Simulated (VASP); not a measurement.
# Cs2TaGa (P6/mmm) in VASP: relaxation of cell and atoms with PBE

Aim: the relaxation of cell and atoms of Cs2TaGa with PBE.

Everything below comes from runs of VASP 6.6.1. Logs are shortened: lines on timing, memory, paths and dates and some standing lists are left out, and cuts for length are marked.

## (1) The cell of the first run

It takes space group P6/mmm (No. 191, hexagonal). The conventional cell has a = 6.066 Å, b = 6.066 Å, c = 4.758 Å, α = 90.00°, β = 90.00°, γ = 120.00°. Within 4.8 Å of Cs (site symmetry -6m2) lie 5 Cs at 3.50 to 4.76 Å and 3 Ga at 3.50 Å and 6 Ta at 4.23 Å. Within 3.1 Å of Ta (site symmetry 6/mmm) lie 2 Ga at 2.38 Å. Ga (site symmetry 6/mmm) has 2 Ta at 2.38 Å within 3.1 Å.

The cell was generated, and may not be a known phase.

## (2) Relaxation of cell and atoms, PBE

The input, INCAR:

```
PREC = Accurate ; ENCUT = 500
EDIFF = 1E-7 ; ISMEAR = 0
SIGMA = 0.1 ; LREAL = False
LASPH = True ; NELM = 120
ALGO = Normal ; ISIF = 3
LWAVE = False ; LCHARG = False
GGA = PE ; IBRION = 2
NSW = 90 ; EDIFFG = -0.04
GGA_COMPAT = False ; NELMIN = 4
```

The input, KPOINTS:

```
Automatic mesh
0
Gamma
  3 3 4
```

The input, POSCAR:

```
Cs2TaGa
1.0
    6.0664594900      0.0000000000      0.0000000000
   -3.0332297500      5.2537080300      0.0000000000
    0.0000000000      0.0000000000      4.7581473300
Cs Ta Ga
2 1 1
Direct
    0.3333333300      0.6666666700      0.0000000000
    0.6666666700      0.3333333300      0.0000000000
    0.0000000000      0.0000000000      0.5000000000
    0.0000000000      0.0000000000      0.0000000000
```

Potentials or basis: VASP PAW PBE potentials, release 64 (Cs_sv, Ta_sv_GW, Ga_d).

Run with:

```bash
$ cat potpaw_PBE.64/Cs_sv/POTCAR potpaw_PBE.64/Ta_sv_GW/POTCAR potpaw_PBE.64/Ga_d/POTCAR > POTCAR
$ mpirun -np 1 vasp_std > vasp.out
```

OUTCAR:

```text
PREC = Accurate
   ENCUT = 500
   EDIFF = 1E-7
   ISMEAR = 0
   LREAL = False
   LASPH = True
   NELM = 120
   ISIF = 3
   GGA = PE
   IBRION = 2
   NSW = 90
   EDIFFG = -0.04
   NELMIN = 4

 ion  position               nearest neighbor table
   1  0.333  0.667  0.000-
   2  0.667  0.333  0.000-
   3  0.000  0.000  0.500-   4 2.38   4 2.38
   4  0.000  0.000  0.000-   3 2.38   3 2.38

  LATTYP: Found a hexagonal cell.
 ALAT       =     6.0664594900
 C/A-ratio  =     0.7843367846

  Lattice vectors:

 A1 = (   6.0664594900,   0.0000000000,   0.0000000000)
 A2 = (  -3.0332297500,   5.2537080300,   0.0000000000)
 A3 = (   0.0000000000,   0.0000000000,   4.7581473300)

Analysis of symmetry for initial positions (statically):
=====================================================================
 Subroutine PRICEL returns:
 Original cell was already a primitive cell.

 Routine SETGRP: Setting up the symmetry group for a
 hexagonal supercell.

 Subroutine GETGRP returns: Found 24 space group operations
 (whereof 24 operations were pure point group operations)
 out of a pool of 24 trial point group operations.

The static configuration has the point symmetry D_6h.

Analysis of symmetry for dynamics (positions and initial velocities):
=====================================================================
 Subroutine PRICEL returns:
 Original cell was already a primitive cell.

 Routine SETGRP: Setting up the symmetry group for a
 hexagonal supercell.

 Subroutine GETGRP returns: Found 24 space group operations
 (whereof 24 operations were pure point group operations)
 out of a pool of 24 trial point group operations.

The dynamic configuration has the point symmetry D_6h.

 Subroutine INISYM returns: Found 24 space group operations
 (whereof 24 operations are pure point group operations),
 and found     1 'primitive' translations

----------------------------------------------------------------------------------------

                                     Primitive cell

  volume of cell :     151.6488

  direct lattice vectors                    reciprocal lattice vectors
     6.066459490  0.000000000  0.000000000     0.164840794  0.095170877  0.000000000
    -3.033229750  5.253708030  0.000000000     0.000000000  0.190341754  0.000000000
     0.000000000  0.000000000  4.758147330     0.000000000  0.000000000  0.210165834

  length of vectors
     6.066459490  6.066459493  4.758147330     0.190341754  0.190341754  0.210165834

  position of ions in fractional coordinates (direct lattice)
     0.333333330  0.666666670  0.000000000
     0.666666670  0.333333330  0.000000000
     0.000000000  0.000000000  0.500000000
     0.000000000  0.000000000  0.000000000

  ion indices of the primitive-cell ions
   primitive index   ion index
                 1           1
                 2           2
                 3           3
                 4           4

----------------------------------------------------------------------------------------

 KPOINTS: Automatic mesh

Automatic generation of k-mesh.
 Grid dimensions read from file:
 generate k-points for:    3    3    4

 Generating k-lattice:

  Cartesian coordinates                     Fractional coordinates (reciprocal lattice)
     0.054946931  0.031723626  0.000000000     0.333333333  0.000000000  0.000000000
     0.000000000  0.063447251  0.000000000     0.000000000  0.333333333  0.000000000
     0.000000000  0.000000000  0.052541458     0.000000000  0.000000000  0.250000000

  Length of vectors
     0.063447251  0.063447251  0.052541458

  Shift w.r.t. Gamma in fractional coordinates (k-lattice)
     0.000000000  0.000000000  0.000000000

 Subroutine IBZKPT returns following result:
 ===========================================

 Found      9 irreducible k-points:

 Following reciprocal coordinates:
            Coordinates               Weight
  0.000000  0.000000  0.000000      1.000000
  0.333333 -0.000000  0.000000      6.000000
  0.333333  0.333333  0.000000      2.000000
  0.000000  0.000000  0.250000      2.000000
  0.333333 -0.000000  0.250000     12.000000
  0.333333  0.333333  0.250000      4.000000
  0.000000  0.000000  0.500000      1.000000
  0.333333 -0.000000  0.500000      6.000000
  0.333333  0.333333  0.500000      2.000000
   k-points           NKPTS =      9   k-points in BZ     NKDIM =      9   number of bands    NBANDS=     26
   number of dos      NEDOS =    301   number of ions     NIONS =      4
   total plane-waves  NPLWV =  82944
   dimension x,y,z NGX =    48 NGY =   48 NGZ =   36
   dimension x,y,z NGXF=    96 NGYF=   96 NGZF=   72
   ions per type =               2   1   1
   NGX,Y,Z   is equivalent  to a cutoff of  13.15, 13.15, 12.58 a.u.
   NGXF,Y,Z  is equivalent  to a cutoff of  26.31, 26.31, 25.16 a.u.
 SYSTEM =  unknown system
   PREC   = accura    normal or accurate (medium, high low for compatibility)
   ISTART =      0    job   : 0-new  1-cont  2-samecut
   ICHARG =      2    charge: 1-file 2-atom 10-const
   ISPIN  =      1    spin polarized calculation?
   LNONCOLLINEAR =      F non collinear calculations
   LSORBIT =      F    spin-orbit coupling
   LASPH  =      T    aspherical Exc in radial PAW
   ENCUT  =  500.0 eV  36.75 Ry    6.06 a.u.  11.06 11.06  8.68*2*pi/ulx,y,z
   NELM   =    120;   NELMIN=  4; NELMDL= -5     # of ELM steps
   EDIFF  = 0.1E-06   stopping-criterion for ELM
   LREAL  =      F    real-space projection
   EDIFFG = -.4E-01   stopping-criterion for IOM
   NSW    =     90    number of steps for IOM
   IBRION =      2    ionic relax: 0-MD 1-quasi-New 2-CG
   NFREE  =      1    steps in history (QN), initial steepest desc. (CG)
   ISIF   =      3    stress and relaxation
   ISYM   =      2    0-nonsym 1-usesym 2-fastsym
   POTIM  = 0.5000    time-step for ionic-motion
   TEBEG  =    0.0;   TEEND  =   0.0 temperature during run
   PSTRESS=    0.0 pullay stress
   NELECT =      44.0000    total number of electrons
   NUPDOWN=      -1.0000    fix difference up-down
   EMIN   =  10.00;   EMAX   =-10.00  energy-range for DOS
   EFERMI =   0.00;   METHOD = LEGACY
   ISMEAR =     0;   SIGMA  =   0.10  broadening in eV -4-tet -1-fermi 0-gaus
   EFERMI_NEDOS =   21; number of points for ismear=-14 and -15
   IALGO  =     38    algorithm
   IMIX   =      4    mixing-type and parameters
     AMIX     =   0.40;   BMIX     =  1.00
     AMIX_MAG =   1.60;   BMIX_MAG =  1.00
  volume/ion in A,a.u.               =      37.91       255.84
  Fermi-wavevector in a.u.,A,eV,Ry     =   1.083792  2.048070 15.981478  1.174606
  Thomas-Fermi vector in A             =   2.219867
   LORBIT       =      0    0 simple, 1 ext, 2 COOP (PROOUT), +10 PAW based schemes
   GGA     = PE    functional components
   LHFCALC =     F    Hartree Fock is set to
   AEXX    =    0.0000 exact exchange contribution
   IVDW    =     0    specifies the selected vdW correction
   LEPSILON=     F    determine dielectric tensor
   LRPA    =     F    only Hartree local field effects (RPA)
 conjugate gradient relaxation of ions
 non-spin polarized calculation
 Gauss-broadening in eV      SIGMA  =   0.10
  energy-cutoff  :      500.00
  volume of cell :      151.65
 maximum number of plane-waves:      3894
 NGX is ok and might be reduce to    48
   NGX = 23   NGY = 23   NGZ = 17

--------------------------------------- Ionic step        1  -------------------------------------------

 number of electron      43.9999994 magnetization

 Free energy of the ion-electron system (eV)
  ---------------------------------------------------
  ext. energy  EPLUGINS =         0.00000000
  ---------------------------------------------------
  free energy    TOTEN  =       -13.32700931 eV

  energy without entropy =      -13.27274252  energy(sigma->0) =      -13.29987592

------------------------ aborting loop because EDIFF is reached ----------------------------------------

  FORCE on cell =-STRESS in cart. coord.  units (eV):
  Direction    XX          YY          ZZ          XY          YZ          ZX
  --------------------------------------------------------------------------------------
  -------------------------------------------------------------------------------------
  Total        5.6642802      5.6642802      9.2784239     -0.0000000      0.0000000      0.0000000
  in kB       59.8433905     59.8433905     98.0269905     -0.0000001      0.0000000      0.0000000
  external PRESSURE =      72.5712572 kB  Pullay stress =       0.0000000 kB

 VOLUME and BASIS-vectors are now :
 -----------------------------------------------------------------------------
  energy-cutoff  :      500.00
  volume of cell :      151.65
      direct lattice vectors                 reciprocal lattice vectors
     6.066459490  0.000000000  0.000000000     0.164840794  0.095170877  0.000000000
    -3.033229750  5.253708030  0.000000000     0.000000000  0.190341754  0.000000000
     0.000000000  0.000000000  4.758147330     0.000000000  0.000000000  0.210165834

 POSITION                                       TOTAL-FORCE (eV/Angst)
 -----------------------------------------------------------------------------------
     -0.00000      3.50247      0.00000         0.000000     -0.000000     -0.000000
      3.03323      1.75124      0.00000        -0.000000      0.000000      0.000000
      0.00000      0.00000      2.37907        -0.000000      0.000000      0.000000
      0.00000      0.00000      0.00000        -0.000000      0.000000      0.000000
 -----------------------------------------------------------------------------------
    total drift:                               -0.000000     -0.000000     -0.000000

  FREE ENERGIE OF THE ION-ELECTRON SYSTEM (eV)
  ---------------------------------------------------
  free  energy   TOTEN  =       -13.3270093150 eV
[... 207 lines left out ...]
 VOLUME and BASIS-vectors are now :
 -----------------------------------------------------------------------------
  energy-cutoff  :      500.00
  volume of cell :      204.81
      direct lattice vectors                 reciprocal lattice vectors
     6.840187145 -0.000000001 -0.000000000     0.146194830  0.084405625 -0.000000000
    -3.420093579  5.923775835  0.000000000     0.000000000  0.168811249 -0.000000000
    -0.000000000  0.000000000  5.054579255    -0.000000000 -0.000000000  0.197840404

 POSITION                                       TOTAL-FORCE (eV/Angst)
 -----------------------------------------------------------------------------------
     -0.00000      3.94918      5.05458         0.000000     -0.000000     -0.000000
      3.42009      1.97459      0.00000        -0.000000      0.000000      0.000000
      0.00000      0.00000      2.52729        -0.000000      0.000000      0.000000
      0.00000      0.00000      0.00000         0.000000     -0.000000      0.000000
 -----------------------------------------------------------------------------------
    total drift:                               -0.000000      0.000000      0.000000

  FREE ENERGIE OF THE ION-ELECTRON SYSTEM (eV)
  ---------------------------------------------------
  free  energy   TOTEN  =       -14.1774466118 eV

  energy  without entropy=      -14.1228576184  energy(sigma->0) =      -14.15015212

--------------------------------------- Ionic step        8  -------------------------------------------

 number of electron      43.9999979 magnetization

 Free energy of the ion-electron system (eV)
  ---------------------------------------------------
  ext. energy  EPLUGINS =         0.00000000
  ---------------------------------------------------
  free energy    TOTEN  =       -14.17767954 eV

  energy without entropy =      -14.12323501  energy(sigma->0) =      -14.15045728

 E-fermi :   1.8291     XC(G=0):  -7.4590

 val. band max:        1.7682778513   @ k =   0.3333  -0.0000   0.0000
 cond. band min:       1.8598462284   @ k =   0.3333  -0.0000   0.2500
 fundamental gap:      0.0915683771
 Fermi energy:         1.8291137372

 k-point     1 :       0.0000    0.0000    0.0000
  band No.  band energies     occupation
      1     -66.7873      2.00000
      2     -33.4470      2.00000
      3     -33.4470      2.00000
      4     -32.7582      2.00000
      5     -21.1818      2.00000
      6     -21.0191      2.00000
[... 18 lines left out ...]
     25       2.2474      0.00000
     26       3.1433      0.00000

 k-point     2 :       0.3333   -0.0000    0.0000
  band No.  band energies     occupation
      1     -66.7873      2.00000
      2     -33.4474      2.00000
      3     -33.4472      2.00000
      4     -32.7581      2.00000
      5     -21.1481      2.00000
      6     -21.0542      2.00000
[... 234 lines left out ...]
 VOLUME and BASIS-vectors are now :
 -----------------------------------------------------------------------------
  energy-cutoff  :      500.00
  volume of cell :      203.92
      direct lattice vectors                 reciprocal lattice vectors
     6.831092969 -0.000000001 -0.000000000     0.146389458  0.084517993 -0.000000000
    -3.415546491  5.915900048  0.000000000     0.000000000  0.169035986 -0.000000000
    -0.000000000  0.000000000  5.046110486    -0.000000000 -0.000000000  0.198172435

 POSITION                                       TOTAL-FORCE (eV/Angst)
 -----------------------------------------------------------------------------------
     -0.00000      3.94393      0.00000         0.000000     -0.000000     -0.000000
      3.41555      1.97197      0.00000        -0.000000      0.000000      0.000000
      0.00000      0.00000      2.52306         0.000000     -0.000000      0.000000
      0.00000      0.00000      0.00000         0.000000     -0.000000      0.000000
 -----------------------------------------------------------------------------------
    total drift:                               -0.000000     -0.000000     -0.000000

  FREE ENERGIE OF THE ION-ELECTRON SYSTEM (eV)
  ---------------------------------------------------
  free  energy   TOTEN  =       -14.1776795439 eV

  energy  without entropy=      -14.1232350074  energy(sigma->0) =      -14.15045728

 reached required accuracy - stopping structural energy minimisation
```

Wall time 3.9 min (1 thread of AMD EPYC 9R45 (Zen 5), shared host); peak memory 0.28 GiB.

What came out:

```yaml
Free_energy: -14.1777 eV
Relaxed_volume: 50.98 Å³/atom
Relaxed_cell: a = 6.831 Å, b = 6.831 Å, c = 5.046 Å, α = 90.00°, β = 90.00°, γ = 120.00°
Space_group_after_relaxing_to_0.1_Å: P6/mmm (No. 191)
Energy_gained_by_relaxing: 212.7 meV/atom
Ionic_steps: 8
Pressure_after_relaxing: 0.0 GPa
Band_gap_on_the_k_mesh: zero (bands 22 and 23 overlap by 0.26 eV)
```

Step by step:
| step | energy change (eV) | largest force (eV/Å) | pressure (GPa) | volume (Å³) |
| --- | --- | --- | --- | --- |
| 1 | 0.0000 | 0.0000 | 7.26 | 151.65 |
| 2 | -0.6150 | 0.0000 | -0.36 | 192.44 |
| 3 | -0.6433 | 0.0000 | 0.62 | 183.29 |
| 4 | -0.8223 | 0.0000 | 0.31 | 194.38 |
| 5 | -0.8469 | 0.0000 | 0.30 | 201.77 |
| 6 | -0.8476 | 0.0000 | 0.29 | 200.79 |
| 7 | -0.8504 | 0.0000 | -0.07 | 204.81 |
| 8 | -0.8507 | 0.0000 | 0.01 | 203.92 |

Final structure:
```
Cs Ta Ga
1.0
     6.83109    0.00000    0.00000
    -3.41555    5.91590    0.00000
     0.00000    0.00000    5.04611
Cs Ta Ga
2 1 1
Direct
  0.33333 0.66667 0.00000
  0.66667 0.33333 0.00000
  0.00000 0.00000 0.50000
  0.00000 0.00000 0.00000
```

Levels at points of the mesh, in eV from the Fermi level:
```tsv
k point	band 18	band 19	band 20	band 21	band 22	band 23	band 24	band 25	band 26
(0.00, 0.00, 0.00)	-6.17	-1.38	-0.10	-0.10	0.15	0.15	0.42	0.42	1.31
(0.00, 0.00, 0.50)	-4.86	-2.86	-1.05	-1.05	-0.49	-0.08	-0.08	1.84	1.84
```

Caveat: the k points lie up to 0.35 Å⁻¹ apart in the final cell; the volume moved by over 15 % at a fixed basis, so the end points are rough; spin-orbit coupling is left out, which moves the levels of the heavy elements.

The gap in the log of VASP goes by the Fermi energy; the results here count the filled bands.